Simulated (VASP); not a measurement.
## Rb: single point with PBEsol

Rb:

```
Rb
1.0
    -2.58152    2.58152    2.58152
     2.58152   -2.58152    2.58152
     2.58152    2.58152   -2.58152
Rb
1
Direct
  0.00000 0.00000 0.00000
```

This cell differs from its parent crystal: strain -0.080 along x and y, -0.080 along z.

```
Program                : VASP 6.6.1
Task                   : single point
Functional             : PBEsol
Potentials or basis    : VASP PAW PBE potentials, release 64 (Rb_sv)
Cutoff                 : 520 eV
k mesh                 : 12 × 12 × 12
Occupations            : gaussian, width 0.15 eV
Spin                   : no spin polarisation
Dipole correction      : no
Further INCAR settings : ALGO = Fast; EDIFF = 1e-06; NBANDS = 10
```

* Pressure: 1.0 GPa

Levels at points of the mesh, in eV from the Fermi level:
| k point | band 1 | band 2 | band 3 | band 4 | band 5 | band 6 | band 7 | band 8 | band 9 |
| --- | --- | --- | --- | --- | --- | --- | --- | --- | --- |
| (0.00, 0.00, 0.00) | -28.75 | -12.75 | -12.75 | -12.75 | -2.37 | 3.91 | 3.91 | 3.91 | 5.08 |
| (0.50, 0.00, 0.00) | -28.73 | -12.99 | -12.82 | -12.75 | 0.13 | 1.06 | 2.59 | 4.87 | 5.85 |
| (0.50, 0.50, 0.50) | -28.72 | -12.91 | -12.91 | -12.91 | 1.01 | 1.01 | 4.07 | 4.07 | 4.07 |

Wall time 18 s on 1 thread of Intel(R) Xeon(R) 6975P-C (Granite Rapids), with other jobs on the host, peak memory 0.22 GiB.

Caveat: the cell differs from its parent crystal (strain -0.080 along x and y, -0.080 along z); the PAW data sets were made with another functional, which shifts forces and pressure a little.
